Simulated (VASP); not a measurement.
# MgTe (P6_3mc) in VASP: a series of runs

Runs on MgTe. Level: HSE06. Tasks: single point.

All numbers are computed with VASP 6.6.1; they aren't measurements. Logs are shortened: lines on timing, memory, paths and dates and some standing lists are left out, and cuts for length are marked.

## Step 1: The cell of the first run

Symmetry: P6_3mc, No. 186, hexagonal system. Conventional cell: a = 4.532 Å, b = 4.532 Å, c = 7.381 Å, α = 90.00°, β = 90.00°, γ = 120.00°. Within 3.7 Å of Mg (site symmetry 3m) lie 4 Te at 2.77 to 2.78 Å. Te (site symmetry 3m) has 4 Mg at 2.77 to 2.78 Å within 3.7 Å.

## Step 2: Single point, HSE06 (strain -1.0%)

The input, POSCAR:

```
MgTe
1.0
    4.5318592894      0.0000000000      0.0000000000
   -2.2659296447      3.9247052710      0.0000000000
    0.0000000000      0.0000000000      7.3805383669
Mg Te
2 2
Direct
    0.3333333333      0.6666666667     -0.0006080519
    0.6666666667      0.3333333333      0.4993919481
    0.3333333333      0.6666666667      0.3756080519
    0.6666666667      0.3333333333      0.8756080519
```

The input, INCAR.step1:

```
SYSTEM = MgTe
PREC = Accurate
ENCUT = 520
EDIFF = 1E-5
ISMEAR = 0
SIGMA = 0.01
LREAL = .FALSE.
LASPH = .TRUE.
NELM = 120
ALGO = Normal
ISIF = 2
LWAVE = .TRUE.
LCHARG = .FALSE.
GGA = PE
NBANDS = 16
GGA_COMPAT = .FALSE.
```

The input, INCAR.step2:

```
SYSTEM = MgTe
PREC = Accurate
ENCUT = 520
EDIFF = 1E-6
ISMEAR = 0
SIGMA = 0.01
LREAL = .FALSE.
LASPH = .TRUE.
NELM = 120
ALGO = Normal
ISIF = 2
LWAVE = .FALSE.
LCHARG = .FALSE.
GGA = PE
LHFCALC = .TRUE.
HFSCREEN = 0.2079
PRECFOCK = Normal
ISTART = 1
NBANDS = 16
GGA_COMPAT = .FALSE.
```

The input, KPOINTS:

```
regular mesh
0
G
  6 6 2
  0 0 0
```

Potentials or basis: VASP PAW PBE potentials, release 64 (Mg, Te).

On the command line:

```console
$ cat potpaw_PBE.64/Mg/POTCAR potpaw_PBE.64/Te/POTCAR > POTCAR
$ cp INCAR.step1 INCAR
$ mpirun -np 1 vasp_std > vasp.out
$ cp INCAR.step2 INCAR
$ mpirun -np 1 vasp_std > vasp.out
```

OUTCAR:

```text
SYSTEM = MgTe
   PREC = Accurate
   ENCUT = 520
   EDIFF = 1E-6
   ISMEAR = 0
   LREAL = .FALSE.
   LASPH = .TRUE.
   NELM = 120
   ISIF = 2
   GGA = PE
   LHFCALC = .TRUE.
   HFSCREEN = 0.2079
   PRECFOCK = Normal
   ISTART = 1

 ion  position               nearest neighbor table
   1  0.333  0.667  0.999-   4 2.77   4 2.77   4 2.77   3 2.78
   2  0.667  0.333  0.499-   3 2.77   3 2.77   3 2.77   4 2.78
   3  0.333  0.667  0.376-   2 2.77   2 2.77   2 2.77   1 2.78
   4  0.667  0.333  0.876-   1 2.77   1 2.77   1 2.77   2 2.78

  LATTYP: Found a hexagonal cell.
 ALAT       =     4.5318592894
 C/A-ratio  =     1.6285894807

  Lattice vectors:

 A1 = (   4.5318592894,   0.0000000000,   0.0000000000)
 A2 = (  -2.2659296447,   3.9247052710,   0.0000000000)
 A3 = (   0.0000000000,   0.0000000000,   7.3805383669)

Analysis of symmetry for initial positions (statically):
=====================================================================
 Subroutine PRICEL returns:
 Original cell was already a primitive cell.

 Routine SETGRP: Setting up the symmetry group for a
 hexagonal supercell.

 Subroutine GETGRP returns: Found 12 space group operations
 (whereof  6 operations were pure point group operations)
 out of a pool of 24 trial point group operations.

The static configuration has the point symmetry C_3v.
 The point group associated with its full space group is C_6v.

Analysis of symmetry for dynamics (positions and initial velocities):
=====================================================================
 Subroutine PRICEL returns:
 Original cell was already a primitive cell.

 Routine SETGRP: Setting up the symmetry group for a
 hexagonal supercell.

 Subroutine GETGRP returns: Found 12 space group operations
 (whereof  6 operations were pure point group operations)
 out of a pool of 24 trial point group operations.

The dynamic configuration has the point symmetry C_3v.
 The point group associated with its full space group is C_6v.

 Subroutine INISYM returns: Found 12 space group operations
 (whereof  6 operations are pure point group operations),
 and found     1 'primitive' translations

----------------------------------------------------------------------------------------

                                     Primitive cell

  volume of cell :     131.2718

  direct lattice vectors                    reciprocal lattice vectors
     4.531859289  0.000000000  0.000000000     0.220659984  0.127398101  0.000000000
    -2.265929645  3.924705271  0.000000000     0.000000000  0.254796203  0.000000000
     0.000000000  0.000000000  7.380538367     0.000000000  0.000000000  0.135491471

  length of vectors
     4.531859289  4.531859289  7.380538367     0.254796203  0.254796203  0.135491471

  position of ions in fractional coordinates (direct lattice)
     0.333333333  0.666666667  0.999391948
     0.666666667  0.333333333  0.499391948
     0.333333333  0.666666667  0.375608052
     0.666666667  0.333333333  0.875608052

  ion indices of the primitive-cell ions
   primitive index   ion index
                 1           1
                 2           2
                 3           3
                 4           4

----------------------------------------------------------------------------------------

 KPOINTS: regular mesh

Automatic generation of k-mesh.
 Grid dimensions read from file:
 generate k-points for:    6    6    2

 Generating k-lattice:

  Cartesian coordinates                     Fractional coordinates (reciprocal lattice)
     0.036776664  0.021233017  0.000000000     0.166666667  0.000000000  0.000000000
     0.000000000  0.042466034  0.000000000     0.000000000  0.166666667  0.000000000
     0.000000000  0.000000000  0.067745735     0.000000000  0.000000000  0.500000000

  Length of vectors
     0.042466034  0.042466034  0.067745735

  Shift w.r.t. Gamma in fractional coordinates (k-lattice)
     0.000000000  0.000000000  0.000000000

 Subroutine IBZKPT returns following result:
 ===========================================

 Found     14 irreducible k-points:

 Following reciprocal coordinates:
            Coordinates               Weight
  0.000000  0.000000  0.000000      1.000000
  0.166667  0.000000  0.000000      6.000000
  0.333333 -0.000000  0.000000      6.000000
  0.500000  0.000000  0.000000      3.000000
  0.166667  0.166667  0.000000      6.000000
  0.333333  0.166667  0.000000     12.000000
  0.333333  0.333333  0.000000      2.000000
  0.000000  0.000000  0.500000      1.000000
  0.166667  0.000000  0.500000      6.000000
  0.333333 -0.000000  0.500000      6.000000
  0.500000  0.000000  0.500000      3.000000
  0.166667  0.166667  0.500000      6.000000
  0.333333  0.166667  0.500000     12.000000
  0.333333  0.333333  0.500000      2.000000
   k-points           NKPTS =     14   k-points in BZ     NKDIM =     72   number of bands    NBANDS=     16
   number of dos      NEDOS =    301   number of ions     NIONS =      4
   total plane-waves  NPLWV =  72576
   dimension x,y,z NGX =    36 NGY =   36 NGZ =   56
   dimension x,y,z NGXF=    72 NGYF=   72 NGZF=  112
   ions per type =               2   2
   NGX,Y,Z   is equivalent  to a cutoff of  13.21, 13.21, 12.61 a.u.
   NGXF,Y,Z  is equivalent  to a cutoff of  26.41, 26.41, 25.23 a.u.
 SYSTEM =  MgTe
   PREC   = accura    normal or accurate (medium, high low for compatibility)
   ISTART =      1    job   : 0-new  1-cont  2-samecut
   ICHARG =      0    charge: 1-file 2-atom 10-const
   ISPIN  =      1    spin polarized calculation?
   LNONCOLLINEAR =      F non collinear calculations
   LSORBIT =      F    spin-orbit coupling
   LASPH  =      T    aspherical Exc in radial PAW
   ENCUT  =  520.0 eV  38.22 Ry    6.18 a.u.   8.43  8.43 13.72*2*pi/ulx,y,z
   NELM   =    120;   NELMIN=  2; NELMDL=  0     # of ELM steps
   EDIFF  = 0.1E-05   stopping-criterion for ELM
   LREAL  =      F    real-space projection
   EDIFFG = 0.1E-04   stopping-criterion for IOM
   NSW    =      0    number of steps for IOM
   IBRION =     -1    ionic relax: 0-MD 1-quasi-New 2-CG
   NFREE  =      0    steps in history (QN), initial steepest desc. (CG)
   ISIF   =      2    stress and relaxation
   ISYM   =      3    0-nonsym 1-usesym 2-fastsym
   POTIM  = 0.5000    time-step for ionic-motion
   TEBEG  =    0.0;   TEEND  =   0.0 temperature during run
   PSTRESS=    0.0 pullay stress
   NELECT =      16.0000    total number of electrons
   NUPDOWN=      -1.0000    fix difference up-down
   EMIN   =  10.00;   EMAX   =-10.00  energy-range for DOS
   EFERMI =   0.00;   METHOD = LEGACY
   ISMEAR =     0;   SIGMA  =   0.01  broadening in eV -4-tet -1-fermi 0-gaus
   EFERMI_NEDOS =   21; number of points for ismear=-14 and -15
   IALGO  =     38    algorithm
   IMIX   =      1    mixing-type and parameters
     AMIX     =   0.40;   BMIX     =  1.00
     AMIX_MAG =   1.60;   BMIX_MAG =  1.00
  volume/ion in A,a.u.               =      32.82       221.47
  Fermi-wavevector in a.u.,A,eV,Ry     =   0.811691  1.533874  8.964104  0.658843
  Thomas-Fermi vector in A             =   1.921097
   LORBIT       =      0    0 simple, 1 ext, 2 COOP (PROOUT), +10 PAW based schemes
   GGA     = PE    functional components
   LHFCALC =     T    Hartree Fock is set to
   PRECFOCK=normal    Normal, Fast or Accurate (Low or Medium for compatibility)
   ENCUT4O =  -1.0   cutoff for four orbital integrals eV
   NKREDX  =     1    reduce k-point grid by
   NKREDY  =     1    reduce k-point grid by
   NKREDZ  =     1    reduce k-point grid by
   AEXX    =    0.2500 exact exchange contribution
   HFSCREEN=    0.2079 screening length (either q_TF or 0.3 A-1)
   HFSCREENC=   0.2079 screening length for correlation (either q_TF or 0.3 A-1)
   ENCUTFOCK=  -1.0 apply spherical cutoff to Coloumb kernel
   IVDW    =     0    specifies the selected vdW correction
   LEPSILON=     F    determine dielectric tensor
   LRPA    =     F    only Hartree local field effects (RPA)
 non-spin polarized calculation
 Gauss-broadening in eV      SIGMA  =   0.01
  energy-cutoff  :      520.00
  volume of cell :      131.27
 maximum number of plane-waves:      3580
 NGX is ok and might be reduce to    36
  NGX = 28; NGY = 28; NGZ = 42

 number of electron      16.0000000 magnetization

 Free energy of the ion-electron system (eV)
  ---------------------------------------------------
  ext. energy  EPLUGINS =         0.00000000
  ---------------------------------------------------
  free energy    TOTEN  =       -15.11287901 eV

  energy without entropy =      -15.11287901  energy(sigma->0) =      -15.11287901

 E-fermi :   1.6444     XC(G=0):  -6.6775

 val. band max:        1.5384621942   @ k =   0.0000   0.0000   0.0000
 cond. band min:       4.8902221545   @ k =   0.0000   0.0000   0.0000
 fundamental gap:      3.3517599604
 Fermi energy:         1.6443895067

 k-point     1 :       0.0000    0.0000    0.0000
  band No.  band energies     occupation
      1      -9.7081      2.00000
      2      -8.9817      2.00000
      3      -2.0941      2.00000
      4       0.9918      2.00000
      5       0.9918      2.00000
      6       1.5378      2.00000
[... 8 lines left out ...]
     15       8.8041      0.00000
     16       9.7658      0.00000

 k-point     2 :       0.1667    0.0000    0.0000
  band No.  band energies     occupation
      1      -9.5698      2.00000
      2      -8.9055      2.00000
      3      -1.8970      2.00000
      4       0.0688      2.00000
      5       0.5507      2.00000
      6       0.7349      2.00000
[... 8 lines left out ...]
     15       8.8421      0.00000
     16       9.3510      0.00000

 k-point     3 :       0.3333   -0.0000    0.0000
  band No.  band energies     occupation
      1      -9.2362      2.00000
      2      -8.7710      2.00000
      3      -1.5819      2.00000
      4      -1.0111      2.00000
      5      -0.7297      2.00000
      6       0.3330      2.00000
[... 8 lines left out ...]
     15       9.5719      0.00000
     16      10.6215      0.00000
[... 172 lines left out ...]
 k-point    13 :       0.3333    0.1667    0.5000
  band No.  band energies     occupation
      1      -8.8759      2.00000
      2      -8.8759      2.00000
      3      -1.7874      2.00000
      4      -1.7874      2.00000
      5      -0.0560      2.00000
      6      -0.0560      2.00000
[... 8 lines left out ...]
     15      10.0767      0.00000
     16      10.0767      0.00000

 k-point    14 :       0.3333    0.3333    0.5000
  band No.  band energies     occupation
      1      -8.8043      2.00000
      2      -8.8043      2.00000
      3      -1.7407      2.00000
      4      -1.7407      2.00000
      5      -0.6187      2.00000
      6      -0.6187      2.00000
[... 8 lines left out ...]
     15       9.8976      0.00000
     16       9.8976      0.00000

------------------------ aborting loop because EDIFF is reached ----------------------------------------

  FORCE on cell =-STRESS in cart. coord.  units (eV):
  Direction    XX          YY          ZZ          XY          YZ          ZX
  --------------------------------------------------------------------------------------
  -------------------------------------------------------------------------------------
  Total        0.7724426      0.7724426      0.7501619      0.0000000      0.0000000      0.0000000
  in kB        9.4276902      9.4276902      9.1557530      0.0000000      0.0000000      0.0000000
  external PRESSURE =       9.3370445 kB  Pullay stress =       0.0000000 kB

 VOLUME and BASIS-vectors are now :
 -----------------------------------------------------------------------------
  energy-cutoff  :      520.00
  volume of cell :      131.27
      direct lattice vectors                 reciprocal lattice vectors
     4.531859289  0.000000000  0.000000000     0.220659984  0.127398101  0.000000000
    -2.265929645  3.924705271  0.000000000     0.000000000  0.254796203  0.000000000
     0.000000000  0.000000000  7.380538367     0.000000000  0.000000000  0.135491471

 POSITION                                       TOTAL-FORCE (eV/Angst)
 -----------------------------------------------------------------------------------
     -0.00000      2.61647      7.37605         0.000000      0.000000     -0.002079
      2.26593      1.30824      3.68578         0.000000     -0.000000     -0.002079
     -0.00000      2.61647      2.77219         0.000000      0.000000      0.002079
      2.26593      1.30824      6.46246        -0.000000      0.000000      0.002079
 -----------------------------------------------------------------------------------
    total drift:                               -0.000000     -0.000000      0.000597

  FREE ENERGIE OF THE ION-ELECTRON SYSTEM (eV)
  ---------------------------------------------------
  free  energy   TOTEN  =       -15.1128790114 eV

  energy  without entropy=      -15.1128790114  energy(sigma->0) =      -15.11287901
```

Wall time 37 min (1 thread of Intel Xeon Platinum 8259CL at 2.50GHz (Skylake/Cascade Lake), shared host); peak memory 0.38 GiB.

Results:

| Quantity | Value |
| --- | --- |
| Free energy | -15.1129 eV |
| Pressure | 0.9 GPa |
| Band gap on the k mesh | 3.35 eV |

Forces on the atoms (eV/Å):
```
Mg   0.000  0.000 -0.002
Mg   0.000  0.000 -0.002
Te   0.000  0.000  0.002
Te   0.000  0.000  0.002
```

Caveat: the k points lie up to 0.43 Å⁻¹ apart; the cell differs from its parent crystal (strain -1.0%); the structure was generated, so it needn't be the stable form of MgTe; the PAW data sets were made with another functional, which shifts forces and pressure a little; spin-orbit coupling is left out, which moves the levels of the heavy elements.

(Part 1 of 2 ends here.)
